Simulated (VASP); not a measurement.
# W (I4/mmm) in VASP: notebook, part 2 of 2

VASP 6.6.1.

## 3. Single point, r2SCAN (strain -0.040 along x and y, +0.040 along z)

POSCAR reads:

```
W
1.0
   -1.5334080000      1.5334080000      1.6611920000
    1.5334080000     -1.5334080000      1.6611920000
    1.5334080000      1.5334080000     -1.6611920000
W
1
Direct
    0.0000000000      0.0000000000      0.0000000000
```

INCAR.step1 reads:

```
PREC = Accurate
ENCUT = 520
ISMEAR = 0
SIGMA = 0.15
LREAL = F
LASPH = T
NELM = 100
NBANDS = 13
GGA = PE
ALGO = Normal
EDIFF = 1E-4
LWAVE = T
LCHARG = F
```

INCAR.step2 reads:

```
PREC = Accurate
ENCUT = 520
EDIFF = 1E-7
ISMEAR = 0
SIGMA = 0.15
LREAL = F
LASPH = T
NELM = 100
ALGO = Normal
ISIF = 2
LWAVE = F
LCHARG = T
METAGGA = R2SCAN
LMIXTAU = T
LELF = T
LVHAR = T
NBANDS = 13
ISTART = 1
```

KPOINTS reads:

```
Automatic mesh
0
Gamma
  14 14 14
```

Potentials or basis: VASP PAW PBE potentials, release 64 (W_sv).

Run with:

```
cat potpaw_PBE.64/W_sv/POTCAR > POTCAR
cp INCAR.step1 INCAR
mpirun -np 1 vasp_std > vasp.out
cp INCAR.step2 INCAR
mpirun -np 1 vasp_std > vasp.out
```

Run time: 1.7 min. Hardware: 1 thread of Intel Xeon Platinum 8375C at 2.90GHz (Ice Lake), shared host; peak memory 0.17 GiB.

Results (log left out):

| Property | Result |
| --- | --- |
| Free energy | -51.2754 eV |
| Pressure | 8.4 GPa |
| Band gap on the k mesh | zero (band 7 reaches 16.75 eV, above the bottom of band 8 at 10.72 eV) |

Stress tensor (GPa, compression positive):
```
16.51  0.00  0.00
 0.00 16.51  0.00
 0.00  0.00 -7.96
```

Levels at points of the mesh, in eV from the Fermi level:
| k point | band 3 | band 4 | band 5 | band 6 | band 7 | band 8 | band 9 | band 10 | band 11 | band 12 |
| --- | --- | --- | --- | --- | --- | --- | --- | --- | --- | --- |
| (0.00, 0.00, 0.00) | -38.94 | -38.94 | -10.23 | -1.62 | -1.62 | -0.52 | 1.76 | 3.21 | 14.28 | 15.90 |
| (0.50, 0.00, 0.00) | -39.37 | -38.95 | -6.68 | -3.40 | 0.37 | 1.58 | 3.64 | 6.29 | 11.64 | 12.23 |
| (0.50, 0.50, 0.00) | -39.48 | -39.03 | -6.67 | -4.55 | 1.04 | 3.40 | 3.99 | 6.59 | 11.93 | 12.37 |
| (0.50, 0.50, 0.50) | -39.86 | -39.86 | -6.28 | -6.04 | 5.23 | 5.55 | 5.55 | 7.15 | 9.44 | 9.44 |

Caveat: the cell differs from its parent crystal (strain -0.040 along x and y, +0.040 along z); the PAW data sets were made with another functional, which shifts forces and pressure a little; spin-orbit coupling is left out, which moves the levels of the heavy elements.

## 4. Single point, r2SCAN (strain +0.040 along x and y, -0.080 along z)

POSCAR reads:

```
W
1.0
   -1.6611920000      1.6611920000      1.4695160000
    1.6611920000     -1.6611920000      1.4695160000
    1.6611920000      1.6611920000     -1.4695160000
W
1
Direct
    0.0000000000      0.0000000000      0.0000000000
```

INCAR.step1 reads:

```
SYSTEM = W
PREC     = Accurate       ! precision mode
ENCUT    = 520            ! plane-wave cutoff, eV
ISMEAR   = 0              ! smearing method
SIGMA    = 0.15           ! smearing width, eV
LREAL    = .FALSE.        ! projectors in reciprocal space
LASPH    = .TRUE.         ! aspherical terms in the spheres
NELM     = 60             ! most SCF steps
NBANDS   = 13             ! bands
GGA      = PE             ! functional
ALGO     = Normal         ! electronic algorithm
EDIFF    = 1E-4           ! SCF threshold, eV
LWAVE    = .TRUE.         ! write WAVECAR
LCHARG   = .FALSE.        ! write CHGCAR
```

INCAR.step2 reads:

```
SYSTEM = W
PREC     = Accurate       ! precision mode
ENCUT    = 520            ! plane-wave cutoff, eV
EDIFF    = 1E-6           ! SCF threshold, eV
ISMEAR   = 0              ! smearing method
SIGMA    = 0.15           ! smearing width, eV
LREAL    = .FALSE.        ! projectors in reciprocal space
LASPH    = .TRUE.         ! aspherical terms in the spheres
NELM     = 60             ! most SCF steps
ALGO     = Normal         ! electronic algorithm
ISIF     = 2              ! what is computed and relaxed
LWAVE    = .FALSE.        ! write WAVECAR
LCHARG   = .FALSE.        ! write CHGCAR
METAGGA  = R2SCAN         ! meta-GGA
LMIXTAU  = .TRUE.       
NBANDS   = 13             ! bands
ISTART   = 1
```

KPOINTS reads:

```
regular mesh
0
G
  14 14 14
  0 0 0
```

Run with:

```
cat potpaw_PBE.64/W_sv/POTCAR > POTCAR
cp INCAR.step1 INCAR
mpirun -np 1 vasp_std > vasp.out
cp INCAR.step2 INCAR
mpirun -np 1 vasp_std > vasp.out
```

Wall time 1.7 min (1 thread of Intel Xeon Platinum 8375C at 2.90GHz (Ice Lake), shared host); peak memory 0.18 GiB.

Results (log left out):

```yaml
Free_energy: -51.1752 eV
Pressure: -2.5 GPa
Band_gap_on_the_k_mesh: zero (band 7 reaches 16.06 eV, above the bottom of band 8 at 9.69 eV)
```

Stress tensor (GPa, compression positive):
```
-15.28   0.00   0.00
  0.00 -15.28   0.00
  0.00   0.00  23.01
```

Levels at points of the mesh, in eV from the Fermi level:
| k point | band 3 | band 4 | band 5 | band 6 | band 7 | band 8 | band 9 | band 10 | band 11 | band 12 |
| --- | --- | --- | --- | --- | --- | --- | --- | --- | --- | --- |
| (0.00, 0.00, 0.00) | -39.06 | -38.96 | -10.01 | -2.31 | -0.47 | -0.47 | 1.13 | 3.51 | 14.50 | 14.50 |
| (0.50, 0.00, 0.00) | -39.49 | -39.11 | -6.38 | -4.14 | 0.87 | 2.28 | 4.56 | 6.01 | 11.64 | 11.88 |
| (0.50, 0.50, 0.00) | -39.29 | -39.01 | -6.48 | -2.29 | -0.20 | 0.80 | 2.67 | 5.92 | 10.62 | 12.59 |
| (0.50, 0.50, 0.50) | -40.03 | -39.64 | -5.97 | -5.71 | 5.08 | 5.08 | 5.51 | 7.19 | 7.19 | 10.85 |

Caveat: the cell differs from its parent crystal (strain +0.040 along x and y, -0.080 along z); the PAW data sets were made with another functional, which shifts forces and pressure a little; spin-orbit coupling is left out, which moves the levels of the heavy elements.

## 5. Single point, r2SCAN (strain -0.040 along x and y, +0.080 along z)

POSCAR reads:

```
W
1.0
   -1.5334080000      1.5334080000      1.7250840000
    1.5334080000     -1.5334080000      1.7250840000
    1.5334080000      1.5334080000     -1.7250840000
W
1
Direct
    0.0000000000      0.0000000000      0.0000000000
```

INCAR.step1 reads:

```
PREC = Accurate
ENCUT = 520
ISMEAR = 0
SIGMA = 0.15
LREAL = False
LASPH = True
NELM = 100
NBANDS = 13
GGA = PE
ALGO = Normal
EDIFF = 1E-4
LWAVE = True
LCHARG = False
```

INCAR.step2 reads:

```
PREC = Accurate
ENCUT = 520
EDIFF = 1E-6
ISMEAR = 0
SIGMA = 0.15
LREAL = False
LASPH = True
NELM = 100
ALGO = Normal
ISIF = 2
LWAVE = False
LCHARG = False
METAGGA = R2SCAN
LMIXTAU = True
NBANDS = 13
ISTART = 1
```

KPOINTS reads:

```
Automatic mesh
0
Gamma
  14 14 14
```

Run with:

```
cat potpaw_PBE.64/W_sv/POTCAR > POTCAR
cp INCAR.step1 INCAR
mpirun -np 1 vasp_std > vasp.out
cp INCAR.step2 INCAR
mpirun -np 1 vasp_std > vasp.out
```

Run time: 98 s. Hardware: 1 thread of Intel Xeon Platinum 8375C at 2.90GHz (Ice Lake), shared host; peak memory 0.18 GiB.

The run converged. Its results:

```yaml
Free_energy: -51.2155 eV
Pressure: -3.0 GPa
Band_gap_on_the_k_mesh: zero (band 7 reaches 15.87 eV, above the bottom of band 8 at 10.27 eV)
```

Stress tensor (GPa, compression positive):
```
  7.13   0.00   0.00
  0.00   7.13   0.00
  0.00   0.00 -23.25
```

Levels at points of the mesh, in eV from the Fermi level:
```
           k point  band 5  band 6  band 7  band 8  band 9  band 10
(0.00, 0.00, 0.00)  -10.01   -1.60   -1.60   -0.11    1.34     3.27
(0.50, 0.00, 0.00)   -6.43   -3.00    0.18    1.09    3.66     5.83
(0.50, 0.50, 0.00)   -6.38   -4.59    1.11    3.65    4.04     6.27
(0.50, 0.50, 0.50)   -6.00   -5.66    4.90    5.33    5.33     6.18
```

Caveat: the cell differs from its parent crystal (strain -0.040 along x and y, +0.080 along z); the PAW data sets were made with another functional, which shifts forces and pressure a little; spin-orbit coupling is left out, which moves the levels of the heavy elements.

## 6. Single point, r2SCAN (strain +0.040 along x and y, -0.040 along z)

POSCAR reads:

```
W
1.0
   -1.6611920000      1.6611920000      1.5334080000
    1.6611920000     -1.6611920000      1.5334080000
    1.6611920000      1.6611920000     -1.5334080000
W
1
Direct
    0.0000000000      0.0000000000      0.0000000000
```

INCAR.step1 reads:

```
SYSTEM = W
  PREC = Accurate
  ENCUT = 520
  ISMEAR = 0
  SIGMA = 0.15
  LREAL = .FALSE.
  LASPH = .TRUE.
  NELM = 60
  NBANDS = 13
  GGA = PE
  ALGO = Normal
  EDIFF = 1E-4
  LWAVE = .TRUE.
  LCHARG = .FALSE.
```

INCAR.step2 reads:

```
SYSTEM = W
  PREC = Accurate
  ENCUT = 520
  EDIFF = 1E-7
  ISMEAR = 0
  SIGMA = 0.15
  LREAL = .FALSE.
  LASPH = .TRUE.
  NELM = 60
  ALGO = Normal
  ISIF = 2
  LWAVE = .FALSE.
  LCHARG = .FALSE.
  METAGGA = R2SCAN
  LMIXTAU = .TRUE.
  NBANDS = 13
  ISTART = 1
```

KPOINTS reads:

```
regular mesh
0
G
  14 14 14
  0 0 0
```

Potentials or basis: VASP PAW PBE potentials, release 64 (W_sv).

Run with:

```
cat potpaw_PBE.64/W_sv/POTCAR > POTCAR
cp INCAR.step1 INCAR
mpirun -np 1 vasp_std > vasp.out
cp INCAR.step2 INCAR
mpirun -np 1 vasp_std > vasp.out
```

It took 1.8 min on 1 thread of Intel Xeon Platinum 8375C at 2.90GHz (Ice Lake), shared host; peak memory 0.18 GiB.

Results (log left out):

```
Free energy            : -51.2286 eV
Pressure               : -15.5 GPa
Band gap on the k mesh : zero (band 7 reaches 15.16 eV, above the bottom of band 8 at 9.16 eV)
```

Stress tensor (GPa, compression positive):
```
-23.77   0.00   0.00
  0.00 -23.77   0.00
  0.00   0.00   1.18
```

Levels at points of the mesh, in eV from the Fermi level:
```csv
k point,band 5,band 6,band 7,band 8,band 9,band 10
"(0.00, 0.00, 0.00)",-9.75,-1.85,-0.74,-0.74,1.62,3.06
"(0.50, 0.00, 0.00)",-6.10,-3.76,0.57,2.28,3.83,5.74
"(0.50, 0.50, 0.00)",-6.18,-2.64,-0.08,1.29,2.77,5.63
"(0.50, 0.50, 0.50)",-5.57,-5.39,4.80,4.80,5.07,7.27
```

Caveat: the cell differs from its parent crystal (strain +0.040 along x and y, -0.040 along z); the PAW data sets were made with another functional, which shifts forces and pressure a little; spin-orbit coupling is left out, which moves the levels of the heavy elements.

## 7. Summary

```csv
cell,gap on the mesh (eV),pressure (GPa)
"a = 2.695 Å, angles 107.3, 107.3, 113.9°, 1 atom",none,24.0
"a = 2.732 Å, angles 111.7, 111.7, 105.1°, 1 atom",none,8.4
"a = 2.771 Å, angles 106.3, 106.3, 115.9°, 1 atom",none,-2.5
"a = 2.771 Å, angles 112.8, 112.8, 103.0°, 1 atom",none,-3.0
"a = 2.805 Å, angles 107.4, 107.4, 113.7°, 1 atom",none,-15.5
```

Alike in all rows: task single point; level r2SCAN; potentials or basis VASP PAW PBE potentials, release 64 (W_sv); no spin polarisation; k mesh 14 × 14 × 14; cutoff (eV) 520; smearing gaussian 0.15 eV.

Caveats: the PAW data sets were made with another functional, which shifts forces and pressure a little; spin-orbit coupling is left out, which moves the levels of the heavy elements.

Absolute energies hang on the potentials; compare differences alone.
